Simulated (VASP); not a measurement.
# RbTl4Ag3 (R-3m) in VASP: single point with PBE+U

Aim: the single point of RbTl4Ag3 with PBE+U.

Everything below comes from runs of VASP 6.6.1. Logs are shortened: lines on timing, memory, paths and dates and some standing lists are left out, and cuts for length are marked.

### Step 1. The cell of the first run

It takes space group R-3m (No. 166, trigonal). Conventional cell: a = 4.530 Å, b = 4.530 Å, c = 37.402 Å, α = 90.00°, β = 90.00°, γ = 120.00°. Within 4.7 Å of Rb (site symmetry -3m) lie 6 Ag at 3.55 Å and 6 Tl at 3.98 Å and 6 Rb at 4.53 Å. Tl (site symmetry 3m) has 4 Ag at 2.68 to 3.23 Å and 3 Tl at 3.34 Å within 3.5 Å. Within 3.5 Å of Tl (site symmetry 3m) lie 4 Ag at 2.67 to 2.86 Å and 6 Tl at 3.34 to 3.49 Å. Ag (site symmetry 3m) has 4 Tl at 2.67 to 2.68 Å and 3 Rb at 3.55 Å within 3.6 Å. Within 3.8 Å of Ag (site symmetry -3m) lie 8 Tl at 2.86 to 3.23 Å.

### Step 2. Single point, PBE+U

The input, INCAR:

```
SYSTEM = RbTl4Ag3
ALGO = Normal
EDIFF = 1E-6
ENCUT = 520
GGA = PE
ISIF = 2
ISMEAR = -1
LASPH = .TRUE.
LCHARG = .TRUE.
LDAU = .TRUE.
LDAUJ = 0 0 0
LDAUL = -1 -1 2
LDAUPRINT = 1
LDAUTYPE = 2
LDAUU = 0 0 4
LELF = .TRUE.
LMAXMIX = 4
LREAL = .FALSE.
LVHAR = .TRUE.
LWAVE = .FALSE.
NBANDS = 57
NELM = 150
PREC = Accurate
SIGMA = 0.0653
```

The input, KPOINTS:

```
k-points
0
G
  5 5 5
  0 0 0
```

The input, POSCAR:

```
RbTl4Ag3
1.0
    4.5304280000      0.0000000000      0.0000000000
   -2.2652140000      3.9234690000      0.0000000000
   -2.2652140000      1.3078230000     12.4673120000
Rb Tl Ag
1 4 3
Direct
    0.5000000000      0.5000000000      0.5000000000
    0.0864700000      0.9135300000      0.2594100000
    0.9135300000      0.0864700000      0.7405900000
    0.3024200000      0.6975800000      0.9072600000
    0.6975800000      0.3024200000      0.0927400000
    0.2310000000      0.7690000000      0.6930000000
    0.7690000000      0.2310000000      0.3070000000
    0.0000000000      0.0000000000      0.0000000000
```

Potentials or basis: VASP PAW PBE potentials, release 64 (Rb_sv, Tl_d, Ag).

Started as:

```bash
cat potpaw_PBE.64/Rb_sv/POTCAR potpaw_PBE.64/Tl_d/POTCAR potpaw_PBE.64/Ag/POTCAR > POTCAR
mpirun -np 1 vasp_std > vasp.out
```

OUTCAR:

```text
SYSTEM = RbTl4Ag3
   EDIFF = 1E-6
   ENCUT = 520
   GGA = PE
   ISIF = 2
   ISMEAR = -1
   LASPH = .TRUE.
   LREAL = .FALSE.
   NELM = 150
   PREC = Accurate

 ion  position               nearest neighbor table
   1  0.500  0.500  0.500-   6 3.55   7 3.55   6 3.55   7 3.55   6 3.55   7 3.55   3 3.98   2 3.98
                             3 3.98   2 3.98   2 3.98   3 3.98
   2  0.086  0.914  0.259-   7 2.68   7 2.68   7 2.68   8 3.23   5 3.34   5 3.34   5 3.34   1 3.98
                             1 3.98   1 3.98
   3  0.914  0.086  0.741-   6 2.68   6 2.68   6 2.68   8 3.23   4 3.34   4 3.34   4 3.34   1 3.98
                             1 3.98   1 3.98
   4  0.302  0.698  0.907-   6 2.67   8 2.86   8 2.86   8 2.86   3 3.34   3 3.34   3 3.34   5 3.49
                             5 3.49   5 3.49
   5  0.698  0.302  0.093-   7 2.67   8 2.86   8 2.86   8 2.86   2 3.34   2 3.34   2 3.34   4 3.49
                             4 3.49   4 3.49
   6  0.231  0.769  0.693-   4 2.67   3 2.68   3 2.68   3 2.68   1 3.55   1 3.55   1 3.55
   7  0.769  0.231  0.307-   5 2.67   2 2.68   2 2.68   2 2.68   1 3.55   1 3.55   1 3.55
   8  0.000  0.000  0.000-   4 2.86   5 2.86   5 2.86   4 2.86   5 2.86   4 2.86   2 3.23   3 3.23

  LATTYP: Found a trigonal (rhomboedric) cell.
 ALAT       =    12.7387390468
 COS(alpha) =     0.9367593769

  Lattice vectors:

 A1 = (   0.0000000000,  -2.6156460000,  12.4673120000)
 A2 = (   2.2652140000,   1.3078230000,  12.4673120000)
 A3 = (  -2.2652140000,   1.3078230000,  12.4673120000)

Analysis of symmetry for initial positions (statically):
=====================================================================
 Subroutine PRICEL returns:
 Original cell was already a primitive cell.

 Routine SETGRP: Setting up the symmetry group for a
 trigonal (rhombohedral) supercell.

 Subroutine GETGRP returns: Found 12 space group operations
 (whereof 12 operations were pure point group operations)
 out of a pool of 12 trial point group operations.

The static configuration has the point symmetry D_3d.

Analysis of symmetry for dynamics (positions and initial velocities):
=====================================================================
 Subroutine PRICEL returns:
 Original cell was already a primitive cell.

 Routine SETGRP: Setting up the symmetry group for a
 trigonal (rhombohedral) supercell.

 Subroutine GETGRP returns: Found 12 space group operations
 (whereof 12 operations were pure point group operations)
 out of a pool of 12 trial point group operations.

The dynamic configuration has the point symmetry D_3d.

 Subroutine INISYM returns: Found 12 space group operations
 (whereof 12 operations are pure point group operations),
 and found     1 'primitive' translations

----------------------------------------------------------------------------------------

                                     Primitive cell

  volume of cell :     221.6064

  direct lattice vectors                    reciprocal lattice vectors
     4.530428000  0.000000000  0.000000000     0.220729697  0.127438244  0.026736584
    -2.265214000  3.923469000  0.000000000     0.000000000  0.254876488 -0.026736584
    -2.265214000  1.307823000 12.467312000     0.000000000  0.000000000  0.080209752

  length of vectors
     4.530428000  4.530430825 12.738738712     0.256275145  0.256274987  0.080209752

  position of ions in fractional coordinates (direct lattice)
     0.500000000  0.500000000  0.500000000
     0.086470000  0.913530000  0.259410000
     0.913530000  0.086470000  0.740590000
     0.302420000  0.697580000  0.907260000
     0.697580000  0.302420000  0.092740000
     0.231000000  0.769000000  0.693000000
     0.769000000  0.231000000  0.307000000
     0.000000000  0.000000000  0.000000000

  ion indices of the primitive-cell ions
[... 62 lines left out ...]
   ions per type =               1   4   3
   NGX,Y,Z   is equivalent  to a cutoff of  13.21, 13.21, 12.53 a.u.
   NGXF,Y,Z  is equivalent  to a cutoff of  26.42, 26.42, 25.06 a.u.
 SYSTEM =  RbTl4Ag3
   PREC   = accura    normal or accurate (medium, high low for compatibility)
   ISTART =      0    job   : 0-new  1-cont  2-samecut
   ICHARG =      2    charge: 1-file 2-atom 10-const
   ISPIN  =      1    spin polarized calculation?
   LNONCOLLINEAR =      F non collinear calculations
   LSORBIT =      F    spin-orbit coupling
   LASPH  =      T    aspherical Exc in radial PAW
   ENCUT  =  520.0 eV  38.22 Ry    6.18 a.u.   8.42  8.42 23.69*2*pi/ulx,y,z
   NELM   =    150;   NELMIN=  2; NELMDL= -5     # of ELM steps
   EDIFF  = 0.1E-05   stopping-criterion for ELM
   LREAL  =      F    real-space projection
   EDIFFG = 0.1E-04   stopping-criterion for IOM
   NSW    =      0    number of steps for IOM
   IBRION =     -1    ionic relax: 0-MD 1-quasi-New 2-CG
   NFREE  =      0    steps in history (QN), initial steepest desc. (CG)
   ISIF   =      2    stress and relaxation
   ISYM   =      2    0-nonsym 1-usesym 2-fastsym
   POTIM  = 0.5000    time-step for ionic-motion
   TEBEG  =    0.0;   TEEND  =   0.0 temperature during run
   PSTRESS=    0.0 pullay stress
   NELECT =      94.0000    total number of electrons
   NUPDOWN=      -1.0000    fix difference up-down
   EMIN   =  10.00;   EMAX   =-10.00  energy-range for DOS
   EFERMI =   0.00;   METHOD = LEGACY
   ISMEAR =    -1;   SIGMA  =   0.07  broadening in eV -4-tet -1-fermi 0-gaus
   EFERMI_NEDOS =   21; number of points for ismear=-14 and -15
   IALGO  =     38    algorithm
   IMIX   =      4    mixing-type and parameters
     AMIX     =   0.40;   BMIX     =  1.00
     AMIX_MAG =   1.60;   BMIX_MAG =  1.00
  volume/ion in A,a.u.               =      27.70       186.93
  Fermi-wavevector in a.u.,A,eV,Ry     =   1.230052  2.324461 20.585983  1.513027
  Thomas-Fermi vector in A             =   2.364915
   LORBIT       =      0    0 simple, 1 ext, 2 COOP (PROOUT), +10 PAW based schemes
 LDA+U is selected, type is set to LDAUTYPE =  2
   angular momentum for each species LDAUL =    -1   -1    2
   U (eV)           for each species LDAUU =   0.0  0.0  4.0
   J (eV)           for each species LDAUJ =   0.0  0.0  0.0
   GGA     = PE    functional components
   LHFCALC =     F    Hartree Fock is set to
   AEXX    =    0.0000 exact exchange contribution
   IVDW    =     0    specifies the selected vdW correction
   LEPSILON=     F    determine dielectric tensor
   LRPA    =     F    only Hartree local field effects (RPA)
 non-spin polarized calculation
  energy-cutoff  :      520.00
  volume of cell :      221.61
 maximum number of plane-waves:      6028
 NGX is ok and might be reduce to    36
   NGX = 17   NGY = 17   NGZ = 47

atom =   6  type =  3  l = 2

 onsite density matrix

spin component  1
[... 83 lines left out ...]
  o =  0.9325  v = -0.7581 -0.0000  0.0000 -0.6522  0.0000  0.0000  0.0000  0.0000  0.0000  0.0000      0.0000  0.0000  0.0000  0.0000  0.0000  0.0000  0.0000  0.0000  0.0000  0.0000
  o =  0.9325  v =  0.0000  0.0000  0.0000  0.0000  0.0000 -0.7581 -0.0000  0.0000 -0.6522  0.0000      0.0000  0.0000  0.0000  0.0000  0.0000  0.0000  0.0000  0.0000  0.0000  0.0000
  o =  0.9325  v =  0.0000 -0.6521  0.0002 -0.0000 -0.7581  0.0000  0.0000  0.0000  0.0000  0.0000      0.0000  0.0000  0.0000  0.0000  0.0000  0.0000  0.0000  0.0000  0.0000  0.0000
  o =  0.9325  v =  0.0000  0.0000  0.0000  0.0000  0.0000  0.0000 -0.6521  0.0002 -0.0000 -0.7581      0.0000  0.0000  0.0000  0.0000  0.0000  0.0000  0.0000  0.0000  0.0000  0.0000
  o =  0.9368  v =  0.0000 -0.0002 -1.0000 -0.0000 -0.0001  0.0000  0.0000  0.0000  0.0000  0.0000      0.0000  0.0000  0.0000  0.0000  0.0000  0.0000  0.0000  0.0000  0.0000  0.0000
  o =  0.9368  v =  0.0000  0.0000  0.0000  0.0000  0.0000  0.0000 -0.0002 -1.0000 -0.0000 -0.0001      0.0000  0.0000  0.0000  0.0000  0.0000  0.0000  0.0000  0.0000  0.0000  0.0000
  o =  0.9425  v =  0.6522 -0.0000  0.0000 -0.7581  0.0000  0.0000  0.0000  0.0000  0.0000  0.0000      0.0000  0.0000  0.0000  0.0000  0.0000  0.0000  0.0000  0.0000  0.0000  0.0000
  o =  0.9425  v =  0.0000  0.0000  0.0000  0.0000  0.0000  0.6522 -0.0000  0.0000 -0.7581  0.0000      0.0000  0.0000  0.0000  0.0000  0.0000  0.0000  0.0000  0.0000  0.0000  0.0000
  o =  0.9425  v =  0.0000 -0.7581  0.0001  0.0000  0.6521  0.0000  0.0000  0.0000  0.0000  0.0000      0.0000  0.0000  0.0000  0.0000  0.0000  0.0000  0.0000  0.0000  0.0000  0.0000
  o =  0.9425  v =  0.0000  0.0000  0.0000  0.0000  0.0000  0.0000 -0.7581  0.0001  0.0000  0.6521      0.0000  0.0000  0.0000  0.0000  0.0000  0.0000  0.0000  0.0000  0.0000  0.0000

 number of electron      94.0000008 magnetization

 Free energy of the ion-electron system (eV)
  ---------------------------------------------------
  ext. energy  EPLUGINS =         0.00000000
  ---------------------------------------------------
  free energy    TOTEN  =       -11.93634598 eV

  energy without entropy =      -11.88240025  energy(sigma->0) =      -11.90937311

 E-fermi :   5.3548     XC(G=0):  -9.6848

 val. band max:        5.3349354510   @ k =  -0.4000   0.4000  -0.0000
 cond. band min:       5.4129489276   @ k =  -0.4000   0.2000   0.0000
 fundamental gap:      0.0780134766
 Fermi energy:         5.3547616260

 k-point     1 :       0.0000    0.0000    0.0000
  band No.  band energies     occupation
      1     -22.3385      2.00000
      2      -6.5430      2.00000
      3      -6.5430      2.00000
      4      -6.5373      2.00000
      5      -6.4488      2.00000
      6      -6.4488      2.00000
[... 1129 lines left out ...]
     56      10.3397      0.00000
     57      10.4818      0.00000

------------------------ aborting loop because EDIFF is reached ----------------------------------------

  FORCE on cell =-STRESS in cart. coord.  units (eV):
  Direction    XX          YY          ZZ          XY          YZ          ZX
  --------------------------------------------------------------------------------------
  -------------------------------------------------------------------------------------
  Total       11.2223877     11.2224063      8.1216644      0.0000000     -0.0000000      0.0000000
  in kB       81.1359943     81.1361292     58.7182814      0.0000000     -0.0000000      0.0000000
  external PRESSURE =      73.6634683 kB  Pullay stress =       0.0000000 kB

 VOLUME and BASIS-vectors are now :
 -----------------------------------------------------------------------------
  energy-cutoff  :      520.00
  volume of cell :      221.61
      direct lattice vectors                 reciprocal lattice vectors
     4.530428000  0.000000000  0.000000000     0.220729697  0.127438244  0.026736584
    -2.265214000  3.923469000  0.000000000     0.000000000  0.254876488 -0.026736584
    -2.265214000  1.307823000 12.467312000     0.000000000  0.000000000  0.080209752

 POSITION                                       TOTAL-FORCE (eV/Angst)
 -----------------------------------------------------------------------------------
      0.00000      2.61565      6.23366         0.000000      0.000000      0.000000
     -2.26521      3.92347      3.23415         0.000000     -0.000000     -0.428021
      2.26521      1.30782      9.23317        -0.000000      0.000000      0.428021
     -2.26521      3.92347     11.31109         0.000000      0.000000      0.729453
      2.26521      1.30782      1.15622        -0.000000      0.000000     -0.729453
     -2.26521      3.92347      8.63985        -0.000000      0.000000     -1.242739
      2.26521      1.30782      3.82746         0.000000     -0.000000      1.242739
      0.00000      0.00000      0.00000         0.000000     -0.000000      0.000000
 -----------------------------------------------------------------------------------
    total drift:                               -0.000000     -0.000000      0.000000

  FREE ENERGIE OF THE ION-ELECTRON SYSTEM (eV)
  ---------------------------------------------------
  free  energy   TOTEN  =       -11.9363459807 eV

  energy  without entropy=      -11.8824002459  energy(sigma->0) =      -11.90937311
```

Run time: 5.1 min. Hardware: 1 thread of AMD EPYC 7R13 (Zen 3), shared host; peak memory 0.44 GiB.

Results:

```yaml
Free_energy: -11.9363 eV
Pressure: 7.4 GPa
Largest_force: 1.243 eV/Å
Band_gap_on_the_k_mesh: zero (bands 47 and 48 overlap by 2.75 eV)
```

Forces in eV/Å, atoms in the order of the input:
```
Rb   0.000  0.000  0.000
Tl   0.000  0.000 -0.428
Tl   0.000  0.000  0.428
Tl   0.000  0.000  0.729
Tl   0.000  0.000 -0.729
Ag   0.000  0.000 -1.243
Ag   0.000  0.000  1.243
Ag   0.000  0.000  0.000
```

Stress tensor (GPa, compression positive):
```
8.11 0.00 0.00
0.00 8.11 0.00
0.00 0.00 5.87
```

Eigenvalues of the final occupation matrices:
```
    site  spin  trace               eigenvalues
site 6 d     1   4.70  0.94 0.94 0.94 0.94 0.94
site 6 d     2   4.70  0.94 0.94 0.94 0.94 0.94
site 7 d     1   4.70  0.94 0.94 0.94 0.94 0.94
site 7 d     2   4.70  0.94 0.94 0.94 0.94 0.94
site 8 d     1   4.69  0.93 0.93 0.94 0.94 0.94
site 8 d     2   4.69  0.93 0.93 0.94 0.94 0.94
```

Caveat: the cell stands under pressure; spin-orbit coupling is left out, which moves the levels of the heavy elements; U without spin polarisation on a metal has little footing; the U is typed as a test and isn't derived for this compound; forces of over 1 eV/Å act on the atoms, so gaps and moduli don't describe the material at rest.

The gap in the log of VASP goes by the Fermi energy; the results here count the filled bands.